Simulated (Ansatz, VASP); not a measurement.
**Two plane-wave programs on Ga**

File INCAR:

```
SYSTEM = Ga
PREC = Accurate
ENCUT = 600
EDIFF = 1E-7
ISMEAR = 0
SIGMA = 0.1
LREAL = .FALSE.
LASPH = .TRUE.
NELM = 80
ALGO = Fast
ISIF = 3
LWAVE = .FALSE.
LCHARG = .FALSE.
GGA = PE
IBRION = 2
NSW = 90
EDIFFG = -0.04
```

The input KPOINTS:

```
regular mesh
0
G
  3 3 6
  0 0 0
```

File POSCAR:

```
Ga
1.0
    5.9347903700      0.0000000000      0.0000000000
   -2.9673951900      5.1396792300      0.0000000000
    0.0000000000      0.0000000000      3.4480540400
Ga
6
Direct
    0.1912880200      0.8087119800      0.2500000000
    0.1912880200      0.3825760300      0.2500000000
    0.6174239700      0.8087119800      0.2500000000
    0.8087119800      0.1912880200      0.7500000000
    0.8087119800      0.6174239700      0.7500000000
    0.3825760300      0.1912880200      0.7500000000
```

Input for Ansatz:

```yaml
crystal:
  lattice:
    - [5.93479037, 0.0, 0.0]
    - [-2.96739519, 5.13967923, 0.0]
    - [0.0, 0.0, 3.44805404]
  atoms:
    - { symbol: Ga, position: [0.19128802, 0.80871198, 0.25] }
    - { symbol: Ga, position: [0.19128802, 0.38257603, 0.25] }
    - { symbol: Ga, position: [0.61742397, 0.80871198, 0.25] }
    - { symbol: Ga, position: [0.80871198, 0.19128802, 0.75] }
    - { symbol: Ga, position: [0.80871198, 0.61742397, 0.75] }
    - { symbol: Ga, position: [0.38257603, 0.19128802, 0.75] }
basis:
  ecutwfc: 420
kpoints:
  mp_grid: { grid: [3, 3, 6] }
hamiltonian:
  xc: pbe
scf:
  occupations: { method: gaussian, width: 0.1 }
  lower_state_search: "off"
output:
  forces: true
  stress: true
  eigenvalues: true
relax:
  adjacent_minimum: "off"
  f_tol: 0.04
  max_steps: 70
  cell: { stress_tol: 0.4 }
```

Alike in both runs: task relaxation of cell and atoms; functional PBE; k mesh 3 × 3 × 6; occupations gaussian, width 0.1 eV; no spin polarisation.

```csv
,VASP,Ansatz
version,VASP 6.6.1,Ansatz 0.2.0
potentials or method,"VASP PAW PBE potentials, release 64 (Ga_d), cutoff 600 eV","scalar-relativistic, plane waves, PAW"
valence electrons in the cell,78,78
```

VASP gave:

| Property | Result |
| --- | --- |
| gap on the k mesh at the Fermi level, each at its own relaxed structure (eV) | none |
| relaxed volume (Å³/atom) | 20.33 |
| relaxed cell length with the largest relative difference (Å) | 4.156 |

Estimate Ansatz's values.

gap on the k mesh at the Fermi level, each at its own relaxed structure (eV): none; relaxed volume (Å³/atom): 20.23; relaxed cell length with the largest relative difference (Å): 4.140.

A gap of «none» marks a metal or a gap that the smearing closes.

The k mesh is coarse, so the values compare programs but aren't converged. Noted on VASP's run: the volume moved by over 15 % at a fixed basis, so the end points are rough.
